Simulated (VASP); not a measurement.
# KF (Carobbiite) (Cm) in VASP: notebook

The runs below take KF (Carobbiite) through single point, with PBE.

Program: VASP 6.6.1. These are calculated values, not measurements. Logs are shortened: lines on timing, memory, paths and dates and some standing lists are left out, and cuts for length are marked.

### 1 The cell of the first run

It takes space group Cm (No. 8, monoclinic). The conventional cell has a = 6.545 Å, b = 3.779 Å, c = 3.779 Å, α = 90.00°, β = 125.26°, γ = 90.00°. K (site symmetry m) has 4 F at 2.09 to 2.58 Å within 2.8 Å. Within 2.8 Å of F (site symmetry m) lie 4 K at 2.09 to 2.58 Å.

### 2 Single point, PBE

INCAR

```
SYSTEM = KF
ALGO = Normal ; EDIFF = 1E-6
ENCUT = 520 ; GGA = PE
ISIF = 2 ; ISMEAR = -1
LASPH = .True. ; LCHARG = .False.
LREAL = .False. ; LWAVE = .False.
NBANDS = 15 ; NELM = 60
PREC = Accurate ; SIGMA = 0.02
```

KPOINTS

```
k-points
0
Gamma
  7 7 7
  0 0 0
```

POSCAR

```
KF
1.0
    0.0000000000      2.6718500000      2.6718500000
    2.6718500000      0.0000000000      2.6718500000
    2.6718500000      2.6718500000      0.0000000000
K F
1 1
Direct
    0.3368443214      0.1228491495      0.1228491495
    0.6631556786      0.3771508505      0.3771508505
```

Potentials or basis: VASP PAW PBE potentials, release 64 (K_sv, F).

The run is started by

```bash
$ cat potpaw_PBE.64/K_sv/POTCAR potpaw_PBE.64/F/POTCAR > POTCAR
$ mpirun -np 1 vasp_std > vasp.out
```

OUTCAR:

```text
SYSTEM = KF
   EDIFF = 1E-6
   ENCUT = 520
   GGA = PE
   ISIF = 2
   ISMEAR = -1
   LASPH = .True.
   LREAL = .False.
   NELM = 60
   PREC = Accurate

 ion  position               nearest neighbor table
   1  0.337  0.123  0.123-   2 2.09   2 2.32   2 2.32   2 2.58
   2  0.663  0.377  0.377-   1 2.09   1 2.32   1 2.32   1 2.58

  LATTYP: Found a face centered cubic cell.
 ALAT       =     5.3437000000

  Lattice vectors:

 A1 = (   0.0000000000,   2.6718500000,   2.6718500000)
 A2 = (   2.6718500000,   0.0000000000,   2.6718500000)
 A3 = (   2.6718500000,   2.6718500000,   0.0000000000)

Analysis of symmetry for initial positions (statically):
=====================================================================
 Subroutine PRICEL returns:
 Original cell was already a primitive cell.

 Routine SETGRP: Setting up the symmetry group for a
 face centered cubic supercell.

 Subroutine GETGRP returns: Found  2 space group operations
 (whereof  2 operations were pure point group operations)
 out of a pool of 48 trial point group operations.

The static configuration has the point symmetry C_1h.

Analysis of symmetry for dynamics (positions and initial velocities):
=====================================================================
 Subroutine PRICEL returns:
 Original cell was already a primitive cell.

 Routine SETGRP: Setting up the symmetry group for a
 face centered cubic supercell.

 Subroutine GETGRP returns: Found  2 space group operations
 (whereof  2 operations were pure point group operations)
 out of a pool of 48 trial point group operations.

The dynamic configuration has the point symmetry C_1h.

 Subroutine INISYM returns: Found  2 space group operations
 (whereof  2 operations are pure point group operations),
 and found     1 'primitive' translations

----------------------------------------------------------------------------------------

                                     Primitive cell

  volume of cell :      38.1475

  direct lattice vectors                    reciprocal lattice vectors
     0.000000000  2.671850000  2.671850000    -0.187136254  0.187136254  0.187136254
     2.671850000  0.000000000  2.671850000     0.187136254 -0.187136254  0.187136254
     2.671850000  2.671850000  0.000000000     0.187136254  0.187136254 -0.187136254

  length of vectors
     3.778566507  3.778566507  3.778566507     0.324129500  0.324129500  0.324129500

  position of ions in fractional coordinates (direct lattice)
[... 88 lines left out ...]
   TEBEG  =    0.0;   TEEND  =   0.0 temperature during run
   PSTRESS=    0.0 pullay stress
   NELECT =      16.0000    total number of electrons
   NUPDOWN=      -1.0000    fix difference up-down
   EMIN   =  10.00;   EMAX   =-10.00  energy-range for DOS
   EFERMI =   0.00;   METHOD = LEGACY
   ISMEAR =    -1;   SIGMA  =   0.02  broadening in eV -4-tet -1-fermi 0-gaus
   EFERMI_NEDOS =   21; number of points for ismear=-14 and -15
   IALGO  =     38    algorithm
   IMIX   =      4    mixing-type and parameters
     AMIX     =   0.40;   BMIX     =  1.00
     AMIX_MAG =   1.60;   BMIX_MAG =  1.00
  volume/ion in A,a.u.               =      19.07       128.72
  Fermi-wavevector in a.u.,A,eV,Ry     =   1.225442  2.315750 20.431978  1.501708
  Thomas-Fermi vector in A             =   2.360480
   LORBIT       =      0    0 simple, 1 ext, 2 COOP (PROOUT), +10 PAW based schemes
   GGA     = PE    functional components
   LHFCALC =     F    Hartree Fock is set to
   AEXX    =    0.0000 exact exchange contribution
   IVDW    =     0    specifies the selected vdW correction
   LEPSILON=     F    determine dielectric tensor
   LRPA    =     F    only Hartree local field effects (RPA)
 non-spin polarized calculation
  energy-cutoff  :      520.00
  volume of cell :       38.15
 maximum number of plane-waves:      1040
   NGX = 13   NGY = 13   NGZ = 13

 number of electron      16.0000001 magnetization

 Free energy of the ion-electron system (eV)
  ---------------------------------------------------
  ext. energy  EPLUGINS =         0.00000000
  ---------------------------------------------------
  free energy    TOTEN  =        -7.35521539 eV

  energy without entropy =       -7.35521539  energy(sigma->0) =       -7.35521539

 E-fermi :  -2.1579     XC(G=0):  -8.1579

 val. band max:       -2.6555776348   @ k =   0.4286   0.1429  -0.2857
 cond. band min:       2.9879123677   @ k =   0.0000   0.0000   0.0000
 fundamental gap:      5.6434900025
 Fermi energy:        -2.1578809588

 k-point     1 :       0.0000    0.0000    0.0000
  band No.  band energies     occupation
      1     -28.4408      2.00000
      2     -21.6418      2.00000
      3     -11.8092      2.00000
      4     -11.6191      2.00000
      5     -11.6108      2.00000
      6      -3.5210      2.00000
      7      -3.4198      2.00000
      8      -3.2038      2.00000
      9       2.9879      0.00000
     10       9.6182      0.00000
     11       9.6223      0.00000
     12       9.9576      0.00000
     13      11.0473      0.00000
     14      11.1376      0.00000
[... 401 lines left out ...]
      2     -21.8351      2.00000
      3     -12.0799      2.00000
      4     -11.9220      2.00000
      5     -11.6411      2.00000
      6      -3.5506      2.00000
      7      -3.3212      2.00000
      8      -2.9762      2.00000
      9       5.9855      0.00000
     10       7.6235      0.00000
     11       9.6241      0.00000
     12       9.9198      0.00000
     13      11.6468      0.00000
     14      12.0374      0.00000
     15      13.3126      0.00000

 [... further k-points ...]

------------------------ aborting loop because EDIFF is reached ----------------------------------------

  FORCE on cell =-STRESS in cart. coord.  units (eV):
  Direction    XX          YY          ZZ          XY          YZ          ZX
  --------------------------------------------------------------------------------------
  -------------------------------------------------------------------------------------
  Total        4.5669851      3.8646688      3.8646688     -2.2309259      0.4438261     -2.2309259
  in kB      191.8112012    162.3142489    162.3142489    -93.6978256     18.6404860    -93.6978254
  external PRESSURE =     172.1465664 kB  Pullay stress =       0.0000000 kB

 VOLUME and BASIS-vectors are now :
 -----------------------------------------------------------------------------
  energy-cutoff  :      520.00
  volume of cell :       38.15
      direct lattice vectors                 reciprocal lattice vectors
     0.000000000  2.671850000  2.671850000    -0.187136254  0.187136254  0.187136254
     2.671850000  0.000000000  2.671850000     0.187136254 -0.187136254  0.187136254
     2.671850000  2.671850000  0.000000000     0.187136254  0.187136254 -0.187136254

 POSITION                                       TOTAL-FORCE (eV/Angst)
 -----------------------------------------------------------------------------------
      0.65647      1.22823      1.22823        -0.921231      1.359752      1.359752
      2.01538      2.77954      2.77954         0.921231     -1.359752     -1.359752
 -----------------------------------------------------------------------------------
    total drift:                                0.000077      0.000022      0.000021

  FREE ENERGIE OF THE ION-ELECTRON SYSTEM (eV)
  ---------------------------------------------------
  free  energy   TOTEN  =        -7.3552153909 eV

  energy  without entropy=       -7.3552153909  energy(sigma->0) =       -7.35521539
```

OSZICAR:

```text
N       E                     dE             d eps       ncg     rms          rms(c)
DAV:   1     0.116448742825E+03    0.11645E+03   -0.82295E+03  3016   0.101E+03
DAV:   2    -0.297785771088E+01   -0.11943E+03   -0.11075E+03  3836   0.291E+02
DAV:   3    -0.874346655628E+01   -0.57656E+01   -0.57408E+01  4840   0.566E+01
DAV:   4    -0.889658678092E+01   -0.15312E+00   -0.15311E+00  3578   0.680E+00
DAV:   5    -0.889796988751E+01   -0.13831E-02   -0.13831E-02  4296   0.619E-01    0.898E+00
DAV:   6    -0.736329365254E+01    0.15347E+01   -0.42945E+00  3161   0.212E+01    0.706E+00
DAV:   7    -0.734535305673E+01    0.17941E-01   -0.15334E-01  3317   0.313E+00    0.407E+00
DAV:   8    -0.735145941984E+01   -0.61064E-02   -0.60316E-02  3210   0.243E+00    0.325E-01
DAV:   9    -0.735407997028E+01   -0.26206E-02   -0.10190E-02  3742   0.807E-01    0.156E-01
DAV:  10    -0.735520826061E+01   -0.11283E-02   -0.20373E-03  3140   0.448E-01    0.494E-02
DAV:  11    -0.735521357057E+01   -0.53100E-05   -0.23518E-04  4064   0.138E-01    0.200E-02
DAV:  12    -0.735521467605E+01   -0.11055E-05   -0.24500E-05  3281   0.537E-02    0.533E-03
DAV:  13    -0.735521539088E+01   -0.71484E-06   -0.13058E-06  3438   0.121E-02
   1 F= -.73552154E+01 E0= -.73552154E+01  d E =-.486052E-12
```

Wall time 44 s (1 thread of Intel Xeon Platinum 8259CL at 2.50GHz (Skylake/Cascade Lake), shared host); peak memory 0.19 GiB.

What came out:

- Free energy: -7.3552 eV
- Pressure: 17.2 GPa
- Largest force: 2.132 eV/Å
- Band gap on the k mesh: 5.64 eV, indirect (least direct gap 6.19 eV)

Forces in eV/Å, atoms in the order of the input:
```
K   -0.921  1.360  1.360
F    0.921 -1.360 -1.360
```

Caveat: forces of over 1 eV/Å act on the atoms, so gaps and moduli don't describe the material at rest.

### 3 Single point, PBE

INCAR

```
SYSTEM = KF
ALGO = Normal
EDIFF = 1E-6
ENCUT = 520
GGA = PE
ISIF = 2
ISMEAR = -1
LASPH = .TRUE.
LCHARG = .FALSE.
LREAL = .FALSE.
LWAVE = .FALSE.
NBANDS = 15
NELM = 80
PREC = Accurate
SIGMA = 0.02
```

KPOINTS

```
k-points
0
G
  7 7 7
  0 0 0
```

POSCAR

```
KF
1.0
    0.0000000000      2.6718500000      2.6718500000
    2.6718500000      0.0000000000      2.6718500000
    2.6718500000      2.6718500000      0.0000000000
K F
1 1
Direct
    0.4176905515      0.1227338735      0.1227338735
    0.5823094485      0.3772661265      0.3772661265
```

Potentials or basis: VASP PAW PBE potentials, release 64 (K_sv, F).

The run is started by

```bash
$ cat potpaw_PBE.64/K_sv/POTCAR potpaw_PBE.64/F/POTCAR > POTCAR
$ mpirun -np 1 vasp_std > vasp.out
```

Wall time 44 s (1 thread of Intel Xeon Platinum 8259CL at 2.50GHz (Skylake/Cascade Lake), shared host); peak memory 0.19 GiB.

Results (log left out):

```yaml
Free_energy: -7.3546 eV
Pressure: 17.2 GPa
Largest_force: 2.129 eV/Å
Band_gap_on_the_k_mesh: 5.64 eV, indirect (least direct gap 6.19 eV)
```

Forces in eV/Å, atoms in the order of the input:
```
K   -0.918 -1.358 -1.358
F    0.918  1.358  1.358
```

Stress tensor (GPa, compression positive):
```
19.20  9.38  9.38
 9.38 16.23  1.82
 9.38  1.82 16.23
```

Levels at points of the mesh, in eV from the valence-band top:
```csv
k point,band 6,band 7,band 8,band 9,band 10,band 11
"(0.00, 0.00, 0.00)",-0.87,-0.76,-0.55,5.64,12.27,12.28
```

Caveat: forces of over 1 eV/Å act on the atoms, so gaps and moduli don't describe the material at rest.
